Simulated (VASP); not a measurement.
# Hf in VASP: single point with PBEsol

Aim: the single point of Hf with PBEsol.

All numbers are computed with VASP 6.6.1; they aren't measurements. Logs are shortened: lines on timing, memory, paths and dates and some standing lists are left out, and cuts for length are marked.

### 1 The cell of the first run

The cell holds a slab with vacuum, 2 atoms: a = 3.158 Å, b = 3.158 Å, c = 18.501 Å, α = 90.00°, β = 90.00°, γ = 120.00°.

### 2 Single point, PBEsol

POSCAR reads:

```
Hf
1.0
    3.1584504466      0.0000000000      0.0000000000
   -1.5792252233      2.7352983234      0.0000000000
    0.0000000000      0.0000000000     18.5009000000
Hf
2
Direct
    0.8333333330      0.1666666670      0.4324113852
    0.1666666670      0.8333333330      0.5675886148
```

INCAR.step1 reads:

```
ALGO     = Normal         # electronic algorithm
DIPOL    = 0.5 0.5 0.500
EDIFF    = 1E-6           # SCF threshold, eV
ENCUT    = 520            # plane-wave cutoff, eV
GGA      = PS             # functional
IDIPOL   = 3            
ISIF     = 2              # what is computed and relaxed
ISMEAR   = -1             # smearing method
LASPH    = T              # aspherical terms in the spheres
LCHARG   = T              # write CHGCAR
LDIPOL   = T            
LMAXMIX  = 4              # l up to which the mixer works
LREAL    = F              # projectors in reciprocal space
LWAVE    = F              # write WAVECAR
NBANDS   = 17             # bands
NELM     = 80             # most SCF steps
PREC     = Accurate       # precision mode
SIGMA    = 0.08           # smearing width, eV
```

KPOINTS.step1 reads:

```
k-points
0
Gamma
  12 12 1
```

INCAR.step2 reads:

```
ALGO     = Normal         # electronic algorithm
DIPOL    = 0.5 0.5 0.500
EDIFF    = 1E-6           # SCF threshold, eV
ENCUT    = 520            # plane-wave cutoff, eV
GGA      = PS             # functional
ICHARG   = 11             # starting density
IDIPOL   = 3            
ISIF     = 2              # what is computed and relaxed
ISMEAR   = -5             # smearing method
LASPH    = T              # aspherical terms in the spheres
LCHARG   = F              # write CHGCAR
LDIPOL   = T            
LMAXMIX  = 4              # l up to which the mixer works
LORBIT   = 10             # projections on sites
LREAL    = F              # projectors in reciprocal space
LWAVE    = F              # write WAVECAR
NBANDS   = 17             # bands
NEDOS    = 2001           # points of the DOS
NELM     = 80             # most SCF steps
PREC     = Accurate       # precision mode
SIGMA    = 0.08           # smearing width, eV
```

KPOINTS.step2 reads:

```
k-points
0
Gamma
  18 18 1
```

Potentials or basis: VASP PAW PBE potentials, release 64 (Hf_pv).

Started as:

```sh
$ cat potpaw_PBE.64/Hf_pv/POTCAR > POTCAR
$ cp INCAR.step1 INCAR
$ cp KPOINTS.step1 KPOINTS
$ mpirun -np 1 vasp_std > vasp.out
$ cp INCAR.step2 INCAR
$ cp KPOINTS.step2 KPOINTS
$ mpirun -np 1 vasp_std > vasp.out
```

OUTCAR:

```text
EDIFF = 1E-6
   ENCUT = 520
   GGA = PS
   ICHARG = 11
   ISIF = 2
   ISMEAR = -5
   LASPH = T
   LORBIT = 10
   LREAL = F
   NELM = 80
   PREC = Accurate

 ion  position               nearest neighbor table
   1  0.833  0.167  0.432-   2 3.10   2 3.10   2 3.10
   2  0.167  0.833  0.568-   1 3.10   1 3.10   1 3.10

  LATTYP: Found a hexagonal cell.
 ALAT       =     3.1584504466
 C/A-ratio  =     5.8575875458

  Lattice vectors:

 A1 = (   3.1584504466,   0.0000000000,   0.0000000000)
 A2 = (  -1.5792252233,   2.7352983234,   0.0000000000)
 A3 = (   0.0000000000,   0.0000000000,  18.5009000000)

Analysis of symmetry for initial positions (statically):
=====================================================================
 Subroutine PRICEL returns:
 Original cell was already a primitive cell.

 Routine SETGRP: Setting up the symmetry group for a
 hexagonal supercell.

 Subroutine GETGRP returns: Found 12 space group operations
 (whereof  4 operations were pure point group operations)
 out of a pool of 24 trial point group operations.

The static configuration has the point symmetry C_2h.
 The point group associated with its full space group is D_3d.

Analysis of symmetry for dynamics (positions and initial velocities):
=====================================================================
 Subroutine PRICEL returns:
 Original cell was already a primitive cell.

 Routine SETGRP: Setting up the symmetry group for a
 hexagonal supercell.

 Subroutine GETGRP returns: Found 12 space group operations
 (whereof  4 operations were pure point group operations)
 out of a pool of 24 trial point group operations.

The dynamic configuration has the point symmetry C_2h.
 The point group associated with its full space group is D_3d.

 Subroutine INISYM returns: Found 12 space group operations
 (whereof  4 operations are pure point group operations),
 and found     1 'primitive' translations

----------------------------------------------------------------------------------------

                                     Primitive cell

  volume of cell :     159.8349

  direct lattice vectors                    reciprocal lattice vectors
     3.158450447  0.000000000  0.000000000     0.316610951  0.182795418  0.000000000
    -1.579225223  2.735298323  0.000000000     0.000000000  0.365590836  0.000000000
     0.000000000  0.000000000 18.500900000     0.000000000  0.000000000  0.054051425

  length of vectors
     3.158450447  3.158450447 18.500900000     0.365590836  0.365590836  0.054051425

  position of ions in fractional coordinates (direct lattice)
     0.833333333  0.166666667  0.432411385
     0.166666667  0.833333333  0.567588615

  ion indices of the primitive-cell ions
   primitive index   ion index
                 1           1
                 2           2

----------------------------------------------------------------------------------------

 KPOINTS: k-points

Automatic generation of k-mesh.
 Grid dimensions read from file:
 generate k-points for:   18   18    1

 Generating k-lattice:

  Cartesian coordinates                     Fractional coordinates (reciprocal lattice)
     0.017589497  0.010155301  0.000000000     0.055555556 -0.000000000  0.000000000
     0.000000000  0.020310602  0.000000000     0.000000000  0.055555556  0.000000000
     0.000000000  0.000000000  0.054051425     0.000000000  0.000000000  1.000000000

  Length of vectors
     0.020310602  0.020310602  0.054051425

  Shift w.r.t. Gamma in fractional coordinates (k-lattice)
     0.000000000  0.000000000  0.000000000

 TETIRR: Found    169 inequivalent tetrahedra from     1944

 Subroutine IBZKPT returns following result:
 ===========================================

 Found     37 irreducible k-points:

 Following reciprocal coordinates:
            Coordinates               Weight
  0.000000  0.000000  0.000000      1.000000
  0.055556  0.000000  0.000000      6.000000
  0.111111  0.000000  0.000000      6.000000
  0.166667  0.000000  0.000000      6.000000
  0.222222  0.000000  0.000000      6.000000
  0.277778  0.000000  0.000000      6.000000
[... 16 lines left out ...]
  0.333333  0.111111  0.000000     12.000000
  0.388889  0.111111  0.000000     12.000000
 [... further k-points ...]
   k-points           NKPTS =     37   k-points in BZ     NKDIM =     37   number of bands    NBANDS=     17
   number of dos      NEDOS =   2001   number of ions     NIONS =      2
   total plane-waves  NPLWV =  80640
   dimension x,y,z NGX =    24 NGY =   24 NGZ =  140
   dimension x,y,z NGXF=    48 NGYF=   48 NGZF=  280
   ions per type =               2
   NGX,Y,Z   is equivalent  to a cutoff of  12.63, 12.63, 12.58 a.u.
   NGXF,Y,Z  is equivalent  to a cutoff of  25.26, 25.26, 25.16 a.u.
 SYSTEM =  unknown system
   PREC   = accura    normal or accurate (medium, high low for compatibility)
   ISTART =      0    job   : 0-new  1-cont  2-samecut
   ICHARG =     11    charge: 1-file 2-atom 10-const
   ISPIN  =      1    spin polarized calculation?
   LNONCOLLINEAR =      F non collinear calculations
   LSORBIT =      F    spin-orbit coupling
   LASPH  =      T    aspherical Exc in radial PAW
   ENCUT  =  520.0 eV  38.22 Ry    6.18 a.u.   5.87  5.87 34.40*2*pi/ulx,y,z
   NELM   =     80;   NELMIN=  2; NELMDL=  0     # of ELM steps
   EDIFF  = 0.1E-05   stopping-criterion for ELM
   LREAL  =      F    real-space projection
   EDIFFG = 0.1E-04   stopping-criterion for IOM
   NSW    =      0    number of steps for IOM
   IBRION =     -1    ionic relax: 0-MD 1-quasi-New 2-CG
   NFREE  =      0    steps in history (QN), initial steepest desc. (CG)
   ISIF   =      2    stress and relaxation
   ISYM   =      2    0-nonsym 1-usesym 2-fastsym
   POTIM  = 0.5000    time-step for ionic-motion
   TEBEG  =    0.0;   TEEND  =   0.0 temperature during run
   PSTRESS=    0.0 pullay stress
   NELECT =      20.0000    total number of electrons
   NUPDOWN=      -1.0000    fix difference up-down
   EMIN   =  10.00;   EMAX   =-10.00  energy-range for DOS
   EFERMI =   0.00;   METHOD = LEGACY
   ISMEAR =    -5;   SIGMA  =   0.08  broadening in eV -4-tet -1-fermi 0-gaus
   EFERMI_NEDOS =   21; number of points for ismear=-14 and -15
   IALGO  =     38    algorithm
   IMIX   =      4    mixing-type and parameters
     AMIX     =   0.40;   BMIX     =  1.00
     AMIX_MAG =   1.60;   BMIX_MAG =  1.00
  volume/ion in A,a.u.               =      79.92       539.31
  Fermi-wavevector in a.u.,A,eV,Ry     =   0.818831  1.547366  9.122492  0.670484
  Thomas-Fermi vector in A             =   1.929528
   LORBIT       =     10    0 simple, 1 ext, 2 COOP (PROOUT), +10 PAW based schemes
   GGA     = PS    functional components
   LHFCALC =     F    Hartree Fock is set to
   AEXX    =    0.0000 exact exchange contribution
   IVDW    =     0    specifies the selected vdW correction
   LEPSILON=     F    determine dielectric tensor
   LRPA    =     F    only Hartree local field effects (RPA)
 non-spin polarized calculation
 Fermi weights with tetrahedron method with Bloechl corrections
  energy-cutoff  :      520.00
  volume of cell :      159.83
 maximum number of plane-waves:      4330
 NGX is ok and might be reduce to    24

 number of electron      19.9999998 magnetization

 dipolmoment           0.000000      0.000000     -0.000000 electrons x Angstroem

 Free energy of the ion-electron system (eV)
  ---------------------------------------------------
  ext. energy  EPLUGINS =         0.00000000
  ---------------------------------------------------
  free energy    TOTEN  =       -18.85856386 eV

  energy without entropy =      -18.85856386  energy(sigma->0) =      -18.85856386

 E-fermi :  -1.7364     XC(G=0):  -4.2503

 val. band max:       -1.7494491504   @ k =   0.3333   0.2778   0.0000
 cond. band min:      -1.7339595040   @ k =   0.4444   0.0000   0.0000
 fundamental gap:      0.0154896464
 Fermi energy:        -1.7364318029

 k-point     1 :       0.0000    0.0000    0.0000
  band No.  band energies     occupation
      1     -32.8024      2.00000
      2     -32.3319      2.00000
      3     -32.1769      2.00000
      4     -32.1769      2.00000
      5     -32.1080      2.00000
      6     -32.1080      2.00000
[... 9 lines left out ...]
     16       2.0138      0.00000
     17       2.0214      0.00000

 k-point     2 :       0.0556    0.0000    0.0000
  band No.  band energies     occupation
      1     -32.7975      2.00000
      2     -32.3367      2.00000
      3     -32.1920      2.00000
      4     -32.1824      2.00000
      5     -32.1270      2.00000
      6     -32.1116      2.00000
[... 9 lines left out ...]
     16       1.9005      0.00000
     17       1.9624      0.00000

 k-point     3 :       0.1111    0.0000    0.0000
  band No.  band energies     occupation
      1     -32.7835      2.00000
      2     -32.3561      2.00000
      3     -32.2301      2.00000
      4     -32.1980      2.00000
      5     -32.1804      2.00000
      6     -32.1219      2.00000
[... 392 lines left out ...]
 k-point    23 :       0.3333    0.1111    0.0000
  band No.  band energies     occupation
      1     -32.7669      2.00000
      2     -32.7297      2.00000
      3     -32.4988      2.00000
      4     -32.3822      2.00000
      5     -32.3229      2.00000
      6     -32.2573      2.00000
[... 9 lines left out ...]
     16       2.3838      0.00000
     17       3.9950      0.00000

 k-point    24 :       0.3889    0.1111    0.0000
  band No.  band energies     occupation
      1     -32.8042      2.00000
      2     -32.7627      2.00000
      3     -32.4838      2.00000
      4     -32.4101      2.00000
      5     -32.3327      2.00000
      6     -32.2708      2.00000
[... 9 lines left out ...]
     16       2.5361      0.00000
     17       4.4282      0.00000

 [... further k-points ...]

------------------------ aborting loop because EDIFF is reached ----------------------------------------

 vacuum level on the upper side and lower side of the slab       (xc-potential included)        -0.106        -0.106

  FORCE on cell =-STRESS in cart. coord.  units (eV):
  Direction    XX          YY          ZZ          XY          YZ          ZX
  --------------------------------------------------------------------------------------
  -------------------------------------------------------------------------------------
  Total       -2.5582796     -2.5582796     -3.4657479      0.0000000      0.0000000     -0.0000000
  in kB      -25.6440711    -25.6440711    -34.7404887      0.0000000      0.0000000     -0.0000000
  external PRESSURE =     -28.6762103 kB  Pullay stress =       0.0000000 kB

 VOLUME and BASIS-vectors are now :
 -----------------------------------------------------------------------------
  energy-cutoff  :      520.00
  volume of cell :      159.83
      direct lattice vectors                 reciprocal lattice vectors
     3.158450447  0.000000000  0.000000000     0.316610951  0.182795418  0.000000000
    -1.579225223  2.735298323  0.000000000     0.000000000  0.365590836  0.000000000
     0.000000000  0.000000000 18.500900000     0.000000000  0.000000000  0.054051425

 POSITION                                       TOTAL-FORCE (eV/Angst)
 -----------------------------------------------------------------------------------
      2.36884      0.45588      8.00000        -0.000000     -0.000000      1.283466
     -0.78961      2.27942     10.50090         0.000000      0.000000     -1.283466
 -----------------------------------------------------------------------------------
    total drift:                               -0.000000     -0.000000      0.000000

  FREE ENERGIE OF THE ION-ELECTRON SYSTEM (eV)
  ---------------------------------------------------
  free  energy   TOTEN  =       -18.8585638567 eV

  energy  without entropy=      -18.8585638567  energy(sigma->0) =      -18.85856386

 vacuum level on the upper side and lower side of the slab         2.650         2.650

 total charge

# of ion       s       p       d       tot
------------------------------------------
    1        0.411   6.274   1.527   8.211
    2        0.411   6.274   1.527   8.211
--------------------------------------------------
tot          0.821  12.547   3.053  16.421
```

It took 3.3 min on 1 thread of Intel Xeon 8259CL, shared host; peak memory 0.29 GiB.

What came out:

```
Valence electrons inside the program's atomic spheres : Hf 8.21
```

Levels at points of the mesh, in eV from the Fermi level:
| k point | band 7 | band 8 | band 9 | band 10 | band 11 | band 12 | band 13 | band 14 |
| --- | --- | --- | --- | --- | --- | --- | --- | --- |
| (0.00, 0.00, 0.00) | -6.36 | -4.42 | -0.21 | 0.31 | 0.75 | 1.22 | 1.22 | 1.50 |
| (0.50, 0.00, 0.00) | -2.92 | -2.83 | -1.67 | 0.03 | 1.00 | 1.28 | 1.83 | 3.06 |

Caveat: the PAW data sets were made with another functional, which shifts forces and pressure a little; spin-orbit coupling is left out, which moves the levels of the heavy elements.
